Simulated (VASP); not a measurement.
# Zr3Pb (I4/mmm) in VASP: a series of runs

Zr3Pb is run at these levels: LDA; tasks: single point.

All numbers are computed with VASP 6.6.1; they aren't measurements. Logs are shortened: lines on timing, memory, paths and dates and some standing lists are left out, and cuts for length are marked.

### 1 The cell of the first run

It takes space group I4/mmm (No. 139, tetragonal). The conventional cell has a = 4.310 Å, b = 4.310 Å, c = 9.476 Å, α = 90.00°, β = 90.00°, γ = 90.00°. Zr (site symmetry -4m2) has 8 Zr at 3.05 to 3.20 Å and 4 Pb at 3.20 Å within 4.0 Å. Within 4.0 Å of Zr (site symmetry 4/mmm) lie 4 Pb at 3.05 Å and 8 Zr at 3.20 Å. Within 4.0 Å of Pb (site symmetry 4/mmm) lie 12 Zr at 3.05 to 3.20 Å.

### 2 Single point, LDA

Contents of INCAR:

```
SYSTEM = Zr3Pb
PREC = Accurate
ENCUT = 520
EDIFF = 1E-6
ISMEAR = -1
SIGMA = 0.15
LREAL = .False.
LASPH = .True.
NELM = 60
ALGO = Normal
ISIF = 2
LWAVE = .False.
LCHARG = .True.
LELF = .True.
LVHAR = .True.
NBANDS = 33
```

Contents of KPOINTS:

```
regular mesh
0
Gamma
  7 7 7
  0 0 0
```

Contents of POSCAR:

```
Zr3Pb
1.0
   -2.1550968543      2.1550968543      4.7378980465
    2.1550968543     -2.1550968543      4.7378980465
    2.1550968543      2.1550968543     -4.7378980465
Zr Pb
3 1
Direct
    0.7500000000      0.2500000000      0.5000000000
    0.2500000000      0.7500000000      0.5000000000
    0.5000000000      0.5000000000      0.0000000000
    0.0000000000      0.0000000000      0.0000000000
```

Potentials or basis: VASP PAW LDA potentials, release 64 (Zr_sv, Pb_d).

Run with:

```console
cat potpaw_LDA.64/Zr_sv/POTCAR potpaw_LDA.64/Pb_d/POTCAR > POTCAR
mpirun -np 1 vasp_std > vasp.out
```

OUTCAR:

```text
SYSTEM = Zr3Pb
   PREC = Accurate
   ENCUT = 520
   EDIFF = 1E-6
   ISMEAR = -1
   LREAL = .False.
   LASPH = .True.
   NELM = 60
   ISIF = 2

 ion  position               nearest neighbor table
   1  0.750  0.250  0.500-   2 3.05   2 3.05   2 3.05   2 3.05   4 3.20   3 3.20   4 3.20   4 3.20
                             3 3.20   3 3.20   4 3.20   3 3.20
   2  0.250  0.750  0.500-   1 3.05   1 3.05   1 3.05   1 3.05   4 3.20   3 3.20   4 3.20   3 3.20
                             4 3.20   4 3.20   3 3.20   3 3.20
   3  0.500  0.500  0.000-   4 3.05   4 3.05   4 3.05   4 3.05   2 3.20   1 3.20   2 3.20   1 3.20
                             2 3.20   2 3.20   1 3.20   1 3.20
   4  0.000  0.000  0.000-   3 3.05   3 3.05   3 3.05   3 3.05   2 3.20   1 3.20   2 3.20   2 3.20
                             1 3.20   1 3.20   2 3.20   1 3.20

  LATTYP: Found a body centered tetragonal cell.
 ALAT       =     4.3101937086
 C/A-ratio  =     2.1984617708

  Lattice vectors:

 A1 = (  -2.1550968543,   2.1550968543,   4.7378980465)
 A2 = (   2.1550968543,  -2.1550968543,   4.7378980465)
 A3 = (   2.1550968543,   2.1550968543,  -4.7378980465)

Analysis of symmetry for initial positions (statically):
=====================================================================
 Subroutine PRICEL returns:
 Original cell was already a primitive cell.

 Routine SETGRP: Setting up the symmetry group for a
 body centered tetragonal supercell.

 Subroutine GETGRP returns: Found 16 space group operations
 (whereof 16 operations were pure point group operations)
 out of a pool of 16 trial point group operations.

The static configuration has the point symmetry D_4h.

Analysis of symmetry for dynamics (positions and initial velocities):
=====================================================================
 Subroutine PRICEL returns:
 Original cell was already a primitive cell.

 Routine SETGRP: Setting up the symmetry group for a
 body centered tetragonal supercell.

 Subroutine GETGRP returns: Found 16 space group operations
 (whereof 16 operations were pure point group operations)
 out of a pool of 16 trial point group operations.

The dynamic configuration has the point symmetry D_4h.

 Subroutine INISYM returns: Found 16 space group operations
 (whereof 16 operations are pure point group operations),
 and found     1 'primitive' translations

----------------------------------------------------------------------------------------

                                     Primitive cell

  volume of cell :      88.0196

  direct lattice vectors                    reciprocal lattice vectors
    -2.155096854  2.155096854  4.737898046     0.000000000  0.232008134  0.105532030
     2.155096854 -2.155096854  4.737898046     0.232008134  0.000000000  0.105532030
     2.155096854  2.155096854 -4.737898046     0.232008134  0.232008134  0.000000000

  length of vectors
     5.633521350  5.633521350  5.633521350     0.254881901  0.254881901  0.328109050

  position of ions in fractional coordinates (direct lattice)
     0.750000000  0.250000000  0.500000000
     0.250000000  0.750000000  0.500000000
     0.500000000  0.500000000  0.000000000
     0.000000000  0.000000000  0.000000000

  ion indices of the primitive-cell ions
   primitive index   ion index
                 1           1
                 2           2
                 3           3
                 4           4

----------------------------------------------------------------------------------------

 KPOINTS: regular mesh

Automatic generation of k-mesh.
 Grid dimensions read from file:
 generate k-points for:    7    7    7

 Generating k-lattice:

  Cartesian coordinates                     Fractional coordinates (reciprocal lattice)
     0.000000000  0.033144019  0.015076004     0.142857143  0.000000000  0.000000000
     0.033144019  0.000000000  0.015076004     0.000000000  0.142857143  0.000000000
     0.033144019  0.033144019  0.000000000     0.000000000  0.000000000  0.142857143

  Length of vectors
     0.036411700  0.036411700  0.046872721

  Shift w.r.t. Gamma in fractional coordinates (k-lattice)
     0.000000000  0.000000000  0.000000000

 Subroutine IBZKPT returns following result:
 ===========================================

 Found     40 irreducible k-points:

 Following reciprocal coordinates:
            Coordinates               Weight
  0.000000  0.000000  0.000000      1.000000
  0.142857  0.000000  0.000000      8.000000
  0.285714  0.000000 -0.000000      8.000000
  0.428571  0.000000 -0.000000      8.000000
  0.142857  0.142857  0.000000      8.000000
  0.285714  0.142857 -0.000000     16.000000
[... 16 lines left out ...]
 -0.142857  0.285714  0.142857      8.000000
 -0.428571  0.428571  0.142857      8.000000
 [... further k-points ...]
   k-points           NKPTS =     40   k-points in BZ     NKDIM =     40   number of bands    NBANDS=     33
   number of dos      NEDOS =    301   number of ions     NIONS =      4
   total plane-waves  NPLWV =  74088
   dimension x,y,z NGX =    42 NGY =   42 NGZ =   42
   dimension x,y,z NGXF=    84 NGYF=   84 NGZF=   84
   ions per type =               3   1
   NGX,Y,Z   is equivalent  to a cutoff of  12.39, 12.39, 12.39 a.u.
   NGXF,Y,Z  is equivalent  to a cutoff of  24.79, 24.79, 24.79 a.u.
 SYSTEM =  Zr3Pb
   PREC   = accura    normal or accurate (medium, high low for compatibility)
   ISTART =      0    job   : 0-new  1-cont  2-samecut
   ICHARG =      2    charge: 1-file 2-atom 10-const
   ISPIN  =      1    spin polarized calculation?
   LNONCOLLINEAR =      F non collinear calculations
   LSORBIT =      F    spin-orbit coupling
   LASPH  =      T    aspherical Exc in radial PAW
   ENCUT  =  520.0 eV  38.22 Ry    6.18 a.u.  10.47 10.47 10.47*2*pi/ulx,y,z
   NELM   =     60;   NELMIN=  2; NELMDL= -5     # of ELM steps
   EDIFF  = 0.1E-05   stopping-criterion for ELM
   LREAL  =      F    real-space projection
   EDIFFG = 0.1E-04   stopping-criterion for IOM
   NSW    =      0    number of steps for IOM
   IBRION =     -1    ionic relax: 0-MD 1-quasi-New 2-CG
   NFREE  =      0    steps in history (QN), initial steepest desc. (CG)
   ISIF   =      2    stress and relaxation
   ISYM   =      2    0-nonsym 1-usesym 2-fastsym
   POTIM  = 0.5000    time-step for ionic-motion
   TEBEG  =    0.0;   TEEND  =   0.0 temperature during run
   PSTRESS=    0.0 pullay stress
   NELECT =      50.0000    total number of electrons
   NUPDOWN=      -1.0000    fix difference up-down
   EMIN   =  10.00;   EMAX   =-10.00  energy-range for DOS
   EFERMI =   0.00;   METHOD = LEGACY
   ISMEAR =    -1;   SIGMA  =   0.15  broadening in eV -4-tet -1-fermi 0-gaus
   EFERMI_NEDOS =   21; number of points for ismear=-14 and -15
   IALGO  =     38    algorithm
   IMIX   =      4    mixing-type and parameters
     AMIX     =   0.40;   BMIX     =  1.00
     AMIX_MAG =   1.60;   BMIX_MAG =  1.00
  volume/ion in A,a.u.               =      22.00       148.50
  Fermi-wavevector in a.u.,A,eV,Ry     =   1.355829  2.562146 25.011230  1.838274
  Thomas-Fermi vector in A             =   2.482884
   LORBIT       =      0    0 simple, 1 ext, 2 COOP (PROOUT), +10 PAW based schemes
   GGA     = CA    functional components
   LHFCALC =     F    Hartree Fock is set to
   AEXX    =    0.0000 exact exchange contribution
   IVDW    =     0    specifies the selected vdW correction
   LEPSILON=     F    determine dielectric tensor
   LRPA    =     F    only Hartree local field effects (RPA)
 non-spin polarized calculation
  energy-cutoff  :      520.00
  volume of cell :       88.02
 maximum number of plane-waves:      2388
 NGX is ok and might be reduce to    42
   NGX = 21   NGY = 21   NGZ = 21

 number of electron      49.9999998 magnetization

 Free energy of the ion-electron system (eV)
  ---------------------------------------------------
  ext. energy  EPLUGINS =         0.00000000
  ---------------------------------------------------
  free energy    TOTEN  =       -33.13974949 eV

  energy without entropy =      -32.82480465  energy(sigma->0) =      -32.98227707

 E-fermi :   9.8162     XC(G=0): -11.6865

 val. band max:        9.7963083530   @ k =   0.4286   0.2857   0.1429
 cond. band min:       9.8350644323   @ k =  -0.4286  -0.4286   0.4286
 fundamental gap:      0.0387560793
 Fermi energy:         9.8161518635

 k-point     1 :       0.0000    0.0000    0.0000
  band No.  band energies     occupation
      1     -38.6867      2.00000
      2     -38.5458      2.00000
      3     -38.4326      2.00000
      4     -17.1924      2.00000
      5     -17.0549      2.00000
      6     -17.0549      2.00000
[... 25 lines left out ...]
     32      13.2819      0.00000
     33      13.4939      0.00000

 k-point     2 :       0.1429    0.0000    0.0000
  band No.  band energies     occupation
      1     -38.6783      2.00000
      2     -38.5456      2.00000
      3     -38.4411      2.00000
      4     -17.1783      2.00000
      5     -17.0524      2.00000
      6     -17.0441      2.00000
[... 25 lines left out ...]
     32      12.9659      0.00000
     33      13.5621      0.00000

 k-point     3 :       0.2857    0.0000   -0.0000
  band No.  band energies     occupation
      1     -38.6581      2.00000
      2     -38.5418      2.00000
      3     -38.4646      2.00000
      4     -17.1408      2.00000
      5     -17.0789      2.00000
      6     -17.0315      2.00000
[... 25 lines left out ...]
     32      12.8256      0.00000
     33      13.3716      0.00000

 k-point     4 :       0.4286    0.0000   -0.0000
  band No.  band energies     occupation
      1     -38.6405      2.00000
      2     -38.5273      2.00000
      3     -38.4963      2.00000
      4     -17.1636      2.00000
      5     -17.0274      2.00000
      6     -16.9905      2.00000
[... 673 lines left out ...]
     32      12.3930      0.00000
     33      13.0856      0.00000

 k-point    23 :      -0.1429    0.2857    0.1429
  band No.  band energies     occupation
      1     -38.6440      2.00000
      2     -38.5213      2.00000
      3     -38.4986      2.00000
      4     -17.1402      2.00000
      5     -17.0542      2.00000
      6     -17.0114      2.00000
[... 25 lines left out ...]
     32      12.2471      0.00000
     33      12.9580      0.00000

 k-point    24 :      -0.4286    0.4286    0.1429
  band No.  band energies     occupation
      1     -38.6289      2.00000
      2     -38.5293      2.00000
      3     -38.5041      2.00000
      4     -17.2238      2.00000
      5     -17.1511      2.00000
      6     -17.0866      2.00000
[... 25 lines left out ...]
     32      13.1055      0.00000
     33      13.6406      0.00000

 [... further k-points ...]
[... 5 lines left out ...]
  --------------------------------------------------------------------------------------
  -------------------------------------------------------------------------------------
  Total       -0.5017929     -0.5017929     -0.8738353      0.0000000     -0.0000000      0.0000000
  in kB       -9.1338903     -9.1338903    -15.9059971      0.0000000     -0.0000000      0.0000000
  external PRESSURE =     -11.3912592 kB  Pullay stress =       0.0000000 kB

 VOLUME and BASIS-vectors are now :
 -----------------------------------------------------------------------------
  energy-cutoff  :      520.00
  volume of cell :       88.02
      direct lattice vectors                 reciprocal lattice vectors
    -2.155096854  2.155096854  4.737898046     0.000000000  0.232008134  0.105532030
     2.155096854 -2.155096854  4.737898046     0.232008134  0.000000000  0.105532030
     2.155096854  2.155096854 -4.737898046     0.232008134  0.232008134  0.000000000

 POSITION                                       TOTAL-FORCE (eV/Angst)
 -----------------------------------------------------------------------------------
      0.00000      2.15510      2.36895        -0.000000     -0.000000     -0.000000
      2.15510      0.00000      2.36895        -0.000000      0.000000     -0.000000
      0.00000      0.00000      4.73790         0.000000     -0.000000      0.000000
      0.00000      0.00000      0.00000         0.000000     -0.000000      0.000000
 -----------------------------------------------------------------------------------
    total drift:                               -0.000000     -0.000000      0.000000

  FREE ENERGIE OF THE ION-ELECTRON SYSTEM (eV)
  ---------------------------------------------------
  free  energy   TOTEN  =       -33.1397494868 eV

  energy  without entropy=      -32.8248046525  energy(sigma->0) =      -32.98227707
```

It took 3 min on 1 thread of Intel Xeon Platinum 8259CL at 2.50GHz (Skylake/Cascade Lake), shared host; peak memory 0.27 GiB.

What came out:

* Free energy: -33.1397 eV
* Pressure: -1.1 GPa
* Band gap on the k mesh: zero (band 25 reaches 10.28 eV, above the bottom of band 26 at 9.59 eV)

Stress tensor (GPa, compression positive):
```
-0.91  0.00  0.00
 0.00 -0.91  0.00
 0.00  0.00 -1.59
```

Levels at points of the mesh, in eV from the Fermi level:
```
           k point  band 21  band 22  band 23  band 24  band 25  band 26  band 27  band 28  band 29  band 30
(0.00, 0.00, 0.00)    -1.97    -1.97    -1.49    -0.60     0.04     0.35     0.35     0.90     1.92     1.94
```

Caveat: spin-orbit coupling is left out, which moves the levels of the heavy elements.

### 3 Single point, LDA

This run uses another cell than the first one, of 22.70 Å³/atom, 1.032 times its volume.

Contents of INCAR:

```
SYSTEM = Zr3Pb
PREC     = Accurate       ! precision mode
ENCUT    = 520            ! plane-wave cutoff, eV
EDIFF    = 1E-6           ! SCF threshold, eV
ISMEAR   = -1             ! smearing method
SIGMA    = 0.15           ! smearing width, eV
LREAL    = .False.        ! projectors in reciprocal space
LASPH    = .True.         ! aspherical terms in the spheres
NELM     = 100            ! most SCF steps
ALGO     = Normal         ! electronic algorithm
ISIF     = 2              ! what is computed and relaxed
LWAVE    = .False.        ! write WAVECAR
LCHARG   = .True.         ! write CHGCAR
GGA      = CA             ! functional
LELF     = .True.         ! ELF
LVHAR    = .True.       
NBANDS   = 33             ! bands
```

KPOINTS is that of step 2.

Contents of POSCAR:

```
Zr3Pb
1.0
   -2.1775473956      2.1775473956      4.7872547032
    2.1775473956     -2.1775473956      4.7872547032
    2.1775473956      2.1775473956     -4.7872547032
Zr Pb
3 1
Direct
    0.7500000000      0.2500000000      0.5000000000
    0.2500000000      0.7500000000      0.5000000000
    0.5000000000      0.5000000000      0.0000000000
    0.0000000000      0.0000000000      0.0000000000
```

Potentials or basis: VASP PAW LDA potentials, release 64 (Zr_sv, Pb_d).

Run with:

```console
cat potpaw_LDA.64/Zr_sv/POTCAR potpaw_LDA.64/Pb_d/POTCAR > POTCAR
mpirun -np 1 vasp_std > vasp.out
```

It took 3.7 min on 1 thread of Intel Xeon Platinum 8259CL at 2.50GHz (Skylake/Cascade Lake), shared host; peak memory 0.27 GiB.

The run converged. Its results:

```
Free energy            : -33.0942 eV
Pressure               : -4.2 GPa
Band gap on the k mesh : zero (band 25 reaches 9.89 eV, above the bottom of band 26 at 9.22 eV)
```

Stress tensor (GPa, compression positive):
```
-4.06  0.00  0.00
 0.00 -4.06  0.00
 0.00  0.00 -4.49
```

Levels at points of the mesh, in eV from the Fermi level:
| k point | band 22 | band 23 | band 24 | band 25 | band 26 | band 27 | band 28 | band 29 |
| --- | --- | --- | --- | --- | --- | --- | --- | --- |
| (0.00, 0.00, 0.00) | -1.90 | -1.42 | -0.57 | -0.01 | 0.34 | 0.34 | 0.79 | 1.87 |

Caveat: spin-orbit coupling is left out, which moves the levels of the heavy elements.

[end of part 1 of 2]
